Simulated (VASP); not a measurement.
# MgO (P6_3mc) in VASP: further runs

MgO is run at these levels: PBEsol; tasks: single point.

Everything below comes from runs of VASP 6.6.1. Logs are shortened: lines on timing, memory, paths and dates and some standing lists are left out, and cuts for length are marked.

### Step 1. The cell of the first run

Symmetry: P6_3mc, No. 186, hexagonal system. The conventional cell has a = 3.282 Å, b = 3.282 Å, c = 5.086 Å, α = 90.00°, β = 90.00°, γ = 120.00°. Mg (site symmetry 3m) has 4 O at 1.93 to 2.20 Å within 2.6 Å. O (site symmetry 3m) has 4 Mg at 1.93 to 2.20 Å within 2.6 Å.

### Step 2. Single point, PBEsol (c/a of the conventional cell at fixed volume 1.5498)

Input file INCAR:

```
SYSTEM = MgO
PREC = Accurate
ENCUT = 520
EDIFF = 1E-6
ISMEAR = 0
SIGMA = 0.05
LREAL = .FALSE.
LASPH = .TRUE.
NELM = 80
ALGO = Normal
ISIF = 2
LWAVE = .FALSE.
LCHARG = .FALSE.
GGA = PS
NBANDS = 16
```

Input file KPOINTS:

```
regular mesh
0
G
  9 9 6
  0 0 0
```

Input file POSCAR:

```
MgO
1.0
    3.2817469438      0.0000000000      0.0000000000
   -1.6408734719      2.8420762221      0.0000000000
    0.0000000000      0.0000000000      5.0860514134
Mg O
2 2
Direct
    0.3333333333      0.6666666667     -0.0317643073
    0.6666666667      0.3333333333      0.4682356927
    0.3333333333      0.6666666667      0.4009416620
    0.6666666667      0.3333333333      0.9009416620
```

Potentials or basis: VASP PAW PBE potentials, release 64 (Mg, O).

Command:

```console
$ cat potpaw_PBE.64/Mg/POTCAR potpaw_PBE.64/O/POTCAR > POTCAR
$ mpirun -np 1 vasp_std > vasp.out
```

OUTCAR:

```text
SYSTEM = MgO
   PREC = Accurate
   ENCUT = 520
   EDIFF = 1E-6
   ISMEAR = 0
   LREAL = .FALSE.
   LASPH = .TRUE.
   NELM = 80
   ISIF = 2
   GGA = PS

 ion  position               nearest neighbor table
   1  0.333  0.667  0.968-   4 1.93   4 1.93   4 1.93   3 2.20   2 3.17   2 3.17   2 3.17   2 3.17
                             2 3.17   2 3.17
   2  0.667  0.333  0.468-   3 1.93   3 1.93   3 1.93   4 2.20   1 3.17   1 3.17   1 3.17   1 3.17
                             1 3.17   1 3.17
   3  0.333  0.667  0.401-   2 1.93   2 1.93   2 1.93   1 2.20
   4  0.667  0.333  0.901-   1 1.93   1 1.93   1 1.93   2 2.20

  LATTYP: Found a hexagonal cell.
 ALAT       =     3.2817469438
 C/A-ratio  =     1.5498000000

  Lattice vectors:

 A1 = (   3.2817469438,   0.0000000000,   0.0000000000)
 A2 = (  -1.6408734719,   2.8420762221,   0.0000000000)
 A3 = (   0.0000000000,   0.0000000000,   5.0860514134)

Analysis of symmetry for initial positions (statically):
=====================================================================
 Subroutine PRICEL returns:
 Original cell was already a primitive cell.

 Routine SETGRP: Setting up the symmetry group for a
 hexagonal supercell.

 Subroutine GETGRP returns: Found 12 space group operations
 (whereof  6 operations were pure point group operations)
 out of a pool of 24 trial point group operations.

The static configuration has the point symmetry C_3v.
 The point group associated with its full space group is C_6v.

Analysis of symmetry for dynamics (positions and initial velocities):
=====================================================================
 Subroutine PRICEL returns:
 Original cell was already a primitive cell.

 Routine SETGRP: Setting up the symmetry group for a
 hexagonal supercell.

 Subroutine GETGRP returns: Found 12 space group operations
 (whereof  6 operations were pure point group operations)
 out of a pool of 24 trial point group operations.

The dynamic configuration has the point symmetry C_3v.
 The point group associated with its full space group is C_6v.

 Subroutine INISYM returns: Found 12 space group operations
 (whereof  6 operations are pure point group operations),
 and found     1 'primitive' translations

----------------------------------------------------------------------------------------

                                     Primitive cell

  volume of cell :      47.4375

  direct lattice vectors                    reciprocal lattice vectors
     3.281746944  0.000000000  0.000000000     0.304715756  0.175927724  0.000000000
    -1.640873472  2.842076222  0.000000000     0.000000000  0.351855447  0.000000000
     0.000000000  0.000000000  5.086051413     0.000000000  0.000000000  0.196616180

  length of vectors
     3.281746944  3.281746944  5.086051413     0.351855447  0.351855447  0.196616180

  position of ions in fractional coordinates (direct lattice)
     0.333333333  0.666666667  0.968235693
     0.666666667  0.333333333  0.468235693
     0.333333333  0.666666667  0.400941662
     0.666666667  0.333333333  0.900941662

  ion indices of the primitive-cell ions
   primitive index   ion index
                 1           1
                 2           2
                 3           3
                 4           4

----------------------------------------------------------------------------------------

 KPOINTS: regular mesh

Automatic generation of k-mesh.
 Grid dimensions read from file:
 generate k-points for:    9    9    6

 Generating k-lattice:

  Cartesian coordinates                     Fractional coordinates (reciprocal lattice)
     0.033857306  0.019547525  0.000000000     0.111111111  0.000000000  0.000000000
     0.000000000  0.039095050  0.000000000     0.000000000  0.111111111  0.000000000
     0.000000000  0.000000000  0.032769363     0.000000000  0.000000000  0.166666667

  Length of vectors
     0.039095050  0.039095050  0.032769363

  Shift w.r.t. Gamma in fractional coordinates (k-lattice)
     0.000000000  0.000000000  0.000000000

 Subroutine IBZKPT returns following result:
 ===========================================

 Found     48 irreducible k-points:

 Following reciprocal coordinates:
            Coordinates               Weight
  0.000000  0.000000  0.000000      1.000000
  0.111111  0.000000  0.000000      6.000000
  0.222222  0.000000  0.000000      6.000000
  0.333333  0.000000  0.000000      6.000000
  0.444444  0.000000  0.000000      6.000000
  0.111111  0.111111  0.000000      6.000000
[... 16 lines left out ...]
  0.333333  0.222222  0.166667     24.000000
  0.333333  0.333333  0.166667      4.000000
 [... further k-points ...]
   k-points           NKPTS =     48   k-points in BZ     NKDIM =     48   number of bands    NBANDS=     16
   number of dos      NEDOS =    301   number of ions     NIONS =      4
   total plane-waves  NPLWV =  23040
   dimension x,y,z NGX =    24 NGY =   24 NGZ =   40
   dimension x,y,z NGXF=    48 NGYF=   48 NGZF=   80
   ions per type =               2   2
   NGX,Y,Z   is equivalent  to a cutoff of  12.16, 12.16, 13.07 a.u.
   NGXF,Y,Z  is equivalent  to a cutoff of  24.32, 24.32, 26.15 a.u.
 SYSTEM =  MgO
   PREC   = accura    normal or accurate (medium, high low for compatibility)
   ISTART =      0    job   : 0-new  1-cont  2-samecut
   ICHARG =      2    charge: 1-file 2-atom 10-const
   ISPIN  =      1    spin polarized calculation?
   LNONCOLLINEAR =      F non collinear calculations
   LSORBIT =      F    spin-orbit coupling
   LASPH  =      T    aspherical Exc in radial PAW
   ENCUT  =  520.0 eV  38.22 Ry    6.18 a.u.   6.10  6.10  9.46*2*pi/ulx,y,z
   NELM   =     80;   NELMIN=  2; NELMDL= -5     # of ELM steps
   EDIFF  = 0.1E-05   stopping-criterion for ELM
   LREAL  =      F    real-space projection
   EDIFFG = 0.1E-04   stopping-criterion for IOM
   NSW    =      0    number of steps for IOM
   IBRION =     -1    ionic relax: 0-MD 1-quasi-New 2-CG
   NFREE  =      0    steps in history (QN), initial steepest desc. (CG)
   ISIF   =      2    stress and relaxation
   ISYM   =      2    0-nonsym 1-usesym 2-fastsym
   POTIM  = 0.5000    time-step for ionic-motion
   TEBEG  =    0.0;   TEEND  =   0.0 temperature during run
   PSTRESS=    0.0 pullay stress
   NELECT =      16.0000    total number of electrons
   NUPDOWN=      -1.0000    fix difference up-down
   EMIN   =  10.00;   EMAX   =-10.00  energy-range for DOS
   EFERMI =   0.00;   METHOD = LEGACY
   ISMEAR =     0;   SIGMA  =   0.05  broadening in eV -4-tet -1-fermi 0-gaus
   EFERMI_NEDOS =   21; number of points for ismear=-14 and -15
   IALGO  =     38    algorithm
   IMIX   =      4    mixing-type and parameters
     AMIX     =   0.40;   BMIX     =  1.00
     AMIX_MAG =   1.60;   BMIX_MAG =  1.00
  volume/ion in A,a.u.               =      11.86        80.03
  Fermi-wavevector in a.u.,A,eV,Ry     =   1.139570  2.153475 17.668792  1.298620
  Thomas-Fermi vector in A             =   2.276273
   LORBIT       =      0    0 simple, 1 ext, 2 COOP (PROOUT), +10 PAW based schemes
   GGA     = PS    functional components
   LHFCALC =     F    Hartree Fock is set to
   AEXX    =    0.0000 exact exchange contribution
   IVDW    =     0    specifies the selected vdW correction
   LEPSILON=     F    determine dielectric tensor
   LRPA    =     F    only Hartree local field effects (RPA)
 non-spin polarized calculation
 Gauss-broadening in eV      SIGMA  =   0.05
  energy-cutoff  :      520.00
  volume of cell :       47.44
 maximum number of plane-waves:      1296
   NGX = 13   NGY = 13   NGZ = 19

 number of electron      16.0000012 magnetization

 Free energy of the ion-electron system (eV)
  ---------------------------------------------------
  ext. energy  EPLUGINS =         0.00000000
  ---------------------------------------------------
  free energy    TOTEN  =       -24.35349365 eV

  energy without entropy =      -24.35349365  energy(sigma->0) =      -24.35349365

 E-fermi :   1.4223     XC(G=0):  -9.9585

 val. band max:        1.1841672697   @ k =   0.0000   0.0000   0.0000
 cond. band min:       4.2969712026   @ k =   0.0000   0.0000   0.0000
 fundamental gap:      3.1128039328
 Fermi energy:         1.4222523425

 k-point     1 :       0.0000    0.0000    0.0000
  band No.  band energies     occupation
      1     -15.1817      2.00000
      2     -14.4099      2.00000
      3      -2.3278      2.00000
      4       0.1610      2.00000
      5       0.1610      2.00000
      6       0.4834      2.00000
[... 8 lines left out ...]
     15      17.3832      0.00000
     16      17.3832      0.00000

 k-point     2 :       0.1111    0.0000    0.0000
  band No.  band energies     occupation
      1     -15.1173      2.00000
      2     -14.3842      2.00000
      3      -2.2029      2.00000
      4      -0.1416      2.00000
      5       0.0869      2.00000
      6       0.1150      2.00000
[... 8 lines left out ...]
     15      16.8215      0.00000
     16      17.2477      0.00000

 k-point     3 :       0.2222    0.0000    0.0000
  band No.  band energies     occupation
      1     -14.9439      2.00000
      2     -14.3246      2.00000
      3      -1.8484      2.00000
      4      -0.9392      2.00000
      5      -0.4451      2.00000
      6      -0.0696      2.00000
[... 8 lines left out ...]
     15      15.7451      0.00000
     16      16.2892      0.00000

 k-point     4 :       0.3333    0.0000    0.0000
  band No.  band energies     occupation
      1     -14.7203      2.00000
      2     -14.2741      2.00000
      3      -1.6954      2.00000
      4      -1.3296      2.00000
      5      -0.9408      2.00000
      6      -0.2211      2.00000
[... 8 lines left out ...]
     15      15.1601      0.00000
     16      16.5646      0.00000
[... 324 lines left out ...]
 k-point    22 :       0.2222    0.2222    0.1667
  band No.  band energies     occupation
      1     -14.5867      2.00000
      2     -14.2845      2.00000
      3      -1.7064      2.00000
      4      -1.5077      2.00000
      5      -0.5497      2.00000
      6      -0.4860      2.00000
[... 8 lines left out ...]
     15      14.1899      0.00000
     16      17.4596      0.00000

 k-point    23 :       0.3333    0.2222    0.1667
  band No.  band energies     occupation
      1     -14.4382      2.00000
      2     -14.2900      2.00000
      3      -1.8976      2.00000
      4      -1.3420      2.00000
      5      -0.8969      2.00000
      6      -0.2802      2.00000
[... 8 lines left out ...]
     15      14.0383      0.00000
     16      17.4720      0.00000

 k-point    24 :       0.3333    0.3333    0.1667
  band No.  band energies     occupation
      1     -14.3395      2.00000
      2     -14.3395      2.00000
      3      -1.7461      2.00000
      4      -1.2018      2.00000
      5      -1.2018      2.00000
      6      -0.5127      2.00000
[... 8 lines left out ...]
     15      13.9903      0.00000
     16      18.5048      0.00000

 [... further k-points ...]

------------------------ aborting loop because EDIFF is reached ----------------------------------------

  FORCE on cell =-STRESS in cart. coord.  units (eV):
  Direction    XX          YY          ZZ          XY          YZ          ZX
  --------------------------------------------------------------------------------------
  -------------------------------------------------------------------------------------
  Total        1.9476673      1.9476673     -2.8277621      0.0000000      0.0000000      0.0000000
  in kB       65.7815045     65.7815045    -95.5062728      0.0000000      0.0000000      0.0000000
  external PRESSURE =      12.0189121 kB  Pullay stress =       0.0000000 kB

 VOLUME and BASIS-vectors are now :
 -----------------------------------------------------------------------------
  energy-cutoff  :      520.00
  volume of cell :       47.44
      direct lattice vectors                 reciprocal lattice vectors
     3.281746944  0.000000000  0.000000000     0.304715756  0.175927724  0.000000000
    -1.640873472  2.842076222  0.000000000     0.000000000  0.351855447  0.000000000
     0.000000000  0.000000000  5.086051413     0.000000000  0.000000000  0.196616180

 POSITION                                       TOTAL-FORCE (eV/Angst)
 -----------------------------------------------------------------------------------
     -0.00000      1.89472      4.92450        -0.000000      0.000000      0.698480
      1.64087      0.94736      2.38147        -0.000000      0.000000      0.698480
     -0.00000      1.89472      2.03921        -0.000000      0.000000     -0.698480
      1.64087      0.94736      4.58224         0.000000      0.000000     -0.698480
 -----------------------------------------------------------------------------------
    total drift:                               -0.000000      0.000000      0.000898

  FREE ENERGIE OF THE ION-ELECTRON SYSTEM (eV)
  ---------------------------------------------------
  free  energy   TOTEN  =       -24.3534936497 eV

  energy  without entropy=      -24.3534936497  energy(sigma->0) =      -24.35349365
```

Wall time 22 s (1 thread of Intel Xeon Platinum 8488C (Sapphire Rapids), shared host); peak memory 0.17 GiB.

What came out:

```yaml
Free_energy: -24.3535 eV
Pressure: 1.2 GPa
Largest_force: 0.698 eV/Å
Band_gap_on_the_k_mesh: 3.11 eV, direct
```

Forces in eV/Å, atoms in the order of the input:
```
Mg   0.000  0.000  0.698
Mg   0.000  0.000  0.698
O    0.000  0.000 -0.698
O    0.000  0.000 -0.698
```

Stress tensor (GPa, compression positive):
```
 6.58  0.00  0.00
 0.00  6.58  0.00
 0.00  0.00 -9.55
```

Levels at points of the mesh, in eV from the valence-band top:
```tsv
k point	band 5	band 6	band 7	band 8	band 9	band 10	band 11	band 12
(0.00, 0.00, 0.00)	-1.02	-0.70	-0.70	0.00	3.11	8.48	9.83	14.10
(0.00, 0.00, 0.50)	-0.87	-0.87	-0.87	-0.87	5.76	5.76	12.64	12.64
```

Caveat: the PAW data sets were made with another functional, which shifts forces and pressure a little. A k mesh can miss the band edges.

### Step 3. Single point, PBEsol (c/a of the conventional cell at fixed volume 1.4890)

INCAR: that of step 2 with these lines changed.

```diff
@@ -12,4 +12,6 @@
 LWAVE = .FALSE.
-LCHARG = .FALSE.
+LCHARG = .TRUE.
 GGA = PS
+LELF = .TRUE.
+LVHAR = .TRUE.
 NBANDS = 16
```

KPOINTS is that of step 2.

Input file POSCAR:

```
MgO
1.0
    3.3258200135      0.0000000000      0.0000000000
   -1.6629100067      2.8802446201      0.0000000000
    0.0000000000      0.0000000000      4.9521460001
Mg O
2 2
Direct
    0.3333333333      0.6666666667     -0.0081359286
    0.6666666667      0.3333333333      0.4918640714
    0.3333333333      0.6666666667      0.4009416620
    0.6666666667      0.3333333333      0.9009416620
```

Potentials or basis: VASP PAW PBE potentials, release 64 (Mg, O).

Command:

```console
$ cat potpaw_PBE.64/Mg/POTCAR potpaw_PBE.64/O/POTCAR > POTCAR
$ mpirun -np 1 vasp_std > vasp.out
```

Wall time 31 s (1 thread of Intel Xeon Platinum 8488C (Sapphire Rapids), shared host); peak memory 0.19 GiB.

Results (log left out):

| Item | Value |
| --- | --- |
| Free energy | -24.5447 eV |
| Pressure | -0.9 GPa |
| Largest force | 0.151 eV/Å |
| Band gap on the k mesh | 3.24 eV, direct |

Forces in eV/Å, atoms in the order of the input:
```
Mg   0.000  0.000  0.151
Mg   0.000  0.000  0.151
O    0.000  0.000 -0.151
O    0.000  0.000 -0.151
```

Stress tensor (GPa, compression positive):
```
-0.26  0.00  0.00
 0.00 -0.26  0.00
 0.00  0.00 -2.29
```

Levels at points of the mesh, in eV from the valence-band top:
```csv
k point,band 5,band 6,band 7,band 8,band 9,band 10,band 11,band 12
"(0.00, 0.00, 0.00)",-0.92,-0.55,-0.55,0.00,3.24,8.35,10.19,13.76
"(0.00, 0.00, 0.50)",-0.74,-0.74,-0.74,-0.74,5.81,5.81,13.04,13.04
```

Caveat: the PAW data sets were made with another functional, which shifts forces and pressure a little. A k mesh can miss the band edges.

### Step 4. Single point, PBEsol (c/a of the conventional cell at fixed volume 1.4890)

Input file INCAR:

```
ALGO = Normal
EDIFF = 1E-6
ENCUT = 520
GGA = PS
ISIF = 2
ISMEAR = 0
LASPH = True
LCHARG = True
LELF = True
LREAL = False
LVHAR = True
LWAVE = False
NBANDS = 16
NELM = 80
PREC = Accurate
SIGMA = 0.05
```

Input file KPOINTS:

```
k-points
0
Gamma
  9 9 6
```

POSCAR: that of step 3 with these lines changed.

```diff
@@ -8,4 +8,4 @@
 Direct
-    0.3333333333      0.6666666667     -0.0081359286
-    0.6666666667      0.3333333333      0.4918640714
+    0.3333333333      0.6666666667      0.0390610606
+    0.6666666667      0.3333333333      0.5390610606
     0.3333333333      0.6666666667      0.4009416620
```

Command:

```console
$ cat potpaw_PBE.64/Mg/POTCAR potpaw_PBE.64/O/POTCAR > POTCAR
$ mpirun -np 1 vasp_std > vasp.out
```

It took 34 s on 1 thread of Intel Xeon Platinum 8488C (Sapphire Rapids), shared host; peak memory 0.19 GiB.

It converged, with:

```yaml
Free_energy: -24.1210 eV
Pressure: 4.6 GPa
Largest_force: 2.569 eV/Å
Band_gap_on_the_k_mesh: 3.54 eV, direct
```

Forces on the atoms (eV/Å):
```
Mg   0.000  0.000 -2.569
Mg   0.000  0.000 -2.569
O    0.000  0.000  2.569
O    0.000  0.000  2.569
```

Stress tensor (GPa, compression positive):
```
-6.24  0.00  0.00
 0.00 -6.24  0.00
 0.00  0.00 26.36
```

Levels at points of the mesh, in eV from the valence-band top:
```csv
k point,band 4,band 5,band 6,band 7,band 8,band 9,band 10,band 11,band 12,band 13
"(0.00, 0.00, 0.00)",-0.46,-0.46,-0.14,-0.14,0.00,3.54,8.24,10.34,13.96,13.96
"(0.00, 0.00, 0.50)",-1.86,-0.31,-0.31,-0.31,-0.31,5.89,5.89,13.35,13.35,14.50
```

Caveat: the PAW data sets were made with another functional, which shifts forces and pressure a little. A k mesh can miss the band edges.

### Step 5. Single point, PBEsol (c/a of the conventional cell at fixed volume 1.5498)

INCAR: that of step 4 with these lines changed.

```diff
@@ -13,3 +13,3 @@
 NBANDS = 16
-NELM = 80
+NELM = 60
 PREC = Accurate
```

KPOINTS is that of step 4.

Input file POSCAR:

```
MgO
1.0
    3.2817469438      0.0000000000      0.0000000000
   -1.6408734719      2.8420762221      0.0000000000
    0.0000000000      0.0000000000      5.0860514134
Mg O
2 2
Direct
    0.3333333333      0.6666666667      0.0390610606
    0.6666666667      0.3333333333      0.5390610606
    0.3333333333      0.6666666667      0.4009416620
    0.6666666667      0.3333333333      0.9009416620
```

Command:

```console
$ cat potpaw_PBE.64/Mg/POTCAR potpaw_PBE.64/O/POTCAR > POTCAR
$ mpirun -np 1 vasp_std > vasp.out
```

Run time: 22 s. Hardware: 1 thread of Intel Xeon Platinum 8488C (Sapphire Rapids), shared host; peak memory 0.17 GiB.

The run converged. Its results:

| Item | Value |
| --- | --- |
| Free energy | -24.3263 eV |
| Pressure | 2.7 GPa |
| Largest force | 1.716 eV/Å |
| Band gap on the k mesh | 3.62 eV, direct |

Forces in eV/Å, atoms in the order of the input:
```
Mg   0.000  0.000 -1.716
Mg   0.000  0.000 -1.716
O    0.000  0.000  1.716
O    0.000  0.000  1.716
```

Stress tensor (GPa, compression positive):
```
-3.87  0.00  0.00
 0.00 -3.87  0.00
 0.00  0.00 15.73
```

Levels at points of the mesh, in eV from the valence-band top:
```csv
k point,band 6,band 7,band 8,band 9,band 10,band 11
"(0.00, 0.00, 0.00)",-0.03,-0.03,0.00,3.62,8.37,10.18
"(0.00, 0.00, 0.50)",-0.16,-0.16,-0.16,5.95,5.95,13.13
```

Caveat: the PAW data sets were made with another functional, which shifts forces and pressure a little. A k mesh can miss the band edges.

(Part 1 of 2 ends here.)
